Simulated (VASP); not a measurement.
# B (P-3m1) in VASP: further runs, part 2 of 2

VASP 6.6.1.

## (3) Relaxation of cell and atoms, PBE

This run uses another cell than the first one, of 6.49 Å³/atom.

INCAR

```
SYSTEM = B
ALGO = Normal
EDIFF = 1E-6
EDIFFG = -0.01
ENCUT = 600
GGA = PE
IBRION = 2
ISIF = 3
ISMEAR = 0
LASPH = .True.
LCHARG = .False.
LREAL = .False.
LWAVE = .False.
NELM = 100
NSW = 100
PREC = Accurate
SIGMA = 0.1
```

KPOINTS

```
k-points
0
Gamma
  18 18 4
  0 0 0
```

POSCAR

```
B
1.0
    2.3913089555      0.0000000000      0.0000000000
   -1.1956544777      2.0709343037      0.0000000000
    0.0000000000      0.0000000000      9.1757938632
B
7
Direct
    0.0000000000      0.0000000000      0.0000000000
    0.3333333333      0.6666666667      0.1464810808
    0.0000000000      0.0000000000      0.2870894533
    0.6666666667      0.3333333333      0.4318892185
    0.3333333333      0.6666666667      0.5681107815
    0.0000000000      0.0000000000      0.7129105467
    0.6666666667      0.3333333333      0.8535189192
```

Potentials or basis: VASP PAW PBE potentials, release 64 (B).

On the command line:

```console
cat potpaw_PBE.64/B/POTCAR > POTCAR
mpirun -np 1 vasp_std > vasp.out
```

OUTCAR:

```text
SYSTEM = B
   EDIFF = 1E-6
   EDIFFG = -0.01
   ENCUT = 600
   GGA = PE
   IBRION = 2
   ISIF = 3
   ISMEAR = 0
   LASPH = .True.
   LREAL = .False.
   NELM = 100
   NSW = 100
   PREC = Accurate

 ion  position               nearest neighbor table
   1  0.000  0.000  0.000-   2 1.93   7 1.93   2 1.93   7 1.93   7 1.93   2 1.93
   2  0.333  0.667  0.146-   3 1.89   3 1.89   3 1.89   1 1.93   1 1.93   1 1.93
   3  0.000  0.000  0.287-   2 1.89   2 1.89   2 1.89   4 1.92   4 1.92   4 1.92
   4  0.667  0.333  0.432-   5 1.86   5 1.86   5 1.86   3 1.92   3 1.92   3 1.92
   5  0.333  0.667  0.568-   4 1.86   4 1.86   4 1.86   6 1.92   6 1.92   6 1.92
   6  0.000  0.000  0.713-   7 1.89   7 1.89   7 1.89   5 1.92   5 1.92   5 1.92
   7  0.667  0.333  0.854-   6 1.89   6 1.89   6 1.89   1 1.93   1 1.93   1 1.93

  LATTYP: Found a hexagonal cell.
 ALAT       =     2.3913089555
 C/A-ratio  =     3.8371427674

  Lattice vectors:

[... 502 lines left out ...]
      8      14.6835      0.00000
      9      14.6835      0.00000
     10      14.9514      0.00000
     11      14.9514      0.00000
     12      15.7735      0.00000
     13      16.0665      0.00000
     14      16.0665      0.00000
[... 377 lines left out ...]
      1      -2.7783      2.00000
      2      -1.5571      2.00000
      3      -1.4848      2.00000
      4       0.2986      2.00000
      5       1.1522      2.00000
      6       1.3568      2.00000
      7       2.3257      2.00000
      8       3.4136      2.00000
      9       5.7948      2.00000
     10       6.4498      2.00000
     11       7.4945      2.00000
     12       8.4888      1.97397
     13       8.9868      0.00000
     14       9.8470      0.00000

 [... further k-points ...]

------------------------ aborting loop because EDIFF is reached ----------------------------------------

  FORCE on cell =-STRESS in cart. coord.  units (eV):
  Direction    XX          YY          ZZ          XY          YZ          ZX
  --------------------------------------------------------------------------------------
  -------------------------------------------------------------------------------------
  Total       -0.0061338     -0.0061338     -0.0099855     -0.0000000      0.0000000     -0.0000000
  in kB       -0.2176072     -0.2176072     -0.3542511     -0.0000000      0.0000000     -0.0000000
  external PRESSURE =      -0.2631552 kB  Pullay stress =       0.0000000 kB
[... 22 lines left out ...]
  FREE ENERGIE OF THE ION-ELECTRON SYSTEM (eV)
  ---------------------------------------------------
  free  energy   TOTEN  =       -38.5421476076 eV

  energy  without entropy=      -38.5341210388  energy(sigma->0) =      -38.53813432

 reached required accuracy - stopping structural energy minimisation
```

OSZICAR:

```text
N       E                     dE             d eps       ncg     rms          rms(c)
DAV:   1     0.515622502716E+02    0.51562E+02   -0.10936E+04  3864   0.153E+03
DAV:   2    -0.342057593457E+02   -0.85768E+02   -0.83184E+02  5206   0.242E+02
[... 50 lines left out ...]
   7 F= -.38542112E+02 E0= -.38538084E+02  d E =-.203699E-03
       N       E                     dE             d eps       ncg     rms          rms(c)
DAV:   1    -0.385421564929E+02   -0.43858E-04   -0.25531E-03  4128   0.426E-01    0.127E-02
DAV:   2    -0.385421523099E+02    0.41830E-05   -0.24729E-04  5460   0.123E-01    0.717E-03
DAV:   3    -0.385421475802E+02    0.47297E-05   -0.46205E-05  5306   0.484E-02    0.340E-03
DAV:   4    -0.385421476076E+02   -0.27429E-07   -0.24282E-06  3168   0.146E-02
   8 F= -.38542148E+02 E0= -.38538134E+02  d E =-.352004E-04
```

CONTCAR:

```text
B
   1.00000000000000
     2.3709249464695481   -0.0000000000004898   -0.0000000000000000
    -1.1854624731856247    2.0532812340504369   -0.0000000000000000
     0.0000000000000000   -0.0000000000000000    9.2768893516265685
  B
     7
Direct
     0.0000000000000000    1.0000000000000000    0.0000000000000000
     0.3333333332999970    0.6666666667000030    0.1459480439939694
     0.0000000000000000    0.0000000000000000    0.2874885988518966
     0.6666666667000030    0.3333333332999970    0.4310722771556103
     0.3333333332999970    0.6666666667000030    0.5689277228443896
     0.0000000000000000    1.0000000000000000    0.7125114011481034
     0.6666666667000030    0.3333333332999970    0.8540519560060306

  0.00000000E+00  0.00000000E+00  0.00000000E+00
  0.00000000E+00  0.00000000E+00  0.00000000E+00
  0.00000000E+00  0.00000000E+00  0.00000000E+00
  0.00000000E+00  0.00000000E+00  0.00000000E+00
  0.00000000E+00  0.00000000E+00  0.00000000E+00
  0.00000000E+00  0.00000000E+00  0.00000000E+00
  0.00000000E+00  0.00000000E+00  0.00000000E+00
```

It took 4.8 min on 1 thread of Intel Xeon Platinum 8488C (Sapphire Rapids), shared host; peak memory 0.23 GiB.

What came out:

```yaml
Free_energy: -38.5421 eV
Relaxed_volume: 6.45 Å³/atom
Relaxed_cell: a = 2.371 Å, b = 2.371 Å, c = 9.277 Å, α = 90.00°, β = 90.00°, γ = 120.00°
Space_group_after_relaxing_to_0.1_Å: P-3m1 (No. 164)
Energy_gained_by_relaxing: 1.0 meV/atom
Ionic_steps: 8
Pressure_after_relaxing: 0.0 GPa
Largest_force_after_relaxing: 0.007 eV/Å
```

Forces in eV/Å, atoms in the order of the input:
```
B    0.000  0.000  0.000
B    0.000  0.000  0.007
B    0.000  0.000  0.005
B    0.000  0.000  0.003
B    0.000  0.000 -0.003
B    0.000  0.000 -0.005
B    0.000  0.000 -0.007
```

Step by step:
```csv
step,energy change (eV),largest force (eV/Å),pressure (GPa),volume (Å³)
1,0.0000,0.0548,-0.07,45.44
2,-0.0038,0.0323,-0.44,45.42
3,-0.0057,0.0595,-0.88,45.40
4,-0.0068,0.0324,0.40,45.10
5,-0.0068,0.0353,0.27,45.13
6,-0.0070,0.0143,0.03,45.16
7,-0.0070,0.0183,-0.01,45.16
8,-0.0070,0.0069,-0.03,45.16
```

Final structure:
```
B
1.0
     2.37092    0.00000    0.00000
    -1.18546    2.05328    0.00000
     0.00000    0.00000    9.27689
B
7
Direct
  0.00000 0.00000 0.00000
  0.33333 0.66667 0.14595
  0.00000 0.00000 0.28749
  0.66667 0.33333 0.43107
  0.33333 0.66667 0.56893
  0.00000 0.00000 0.71251
  0.66667 0.33333 0.85405
```

Levels at points of the mesh, in eV from the Fermi level:
| k point | band 7 | band 8 | band 9 | band 10 | band 11 | band 12 | band 13 | band 14 |
| --- | --- | --- | --- | --- | --- | --- | --- | --- |
| (0.00, 0.00, 0.00) | -5.57 | 6.04 | 6.04 | 6.31 | 6.31 | 7.13 | 7.42 | 7.42 |
| (0.50, 0.00, 0.00) | -6.30 | -5.03 | -3.68 | -2.96 | 0.59 | 1.13 | 2.15 | 2.17 |
| (0.00, 0.00, 0.50) | -3.72 | 4.97 | 5.97 | 5.97 | 6.68 | 6.68 | 6.77 | 6.77 |
| (0.50, 0.00, 0.50) | -6.94 | -5.77 | -2.74 | -2.19 | -0.31 | 0.93 | 1.04 | 1.42 |

Caveat: the highest band is partly filled, so the run has too few bands.
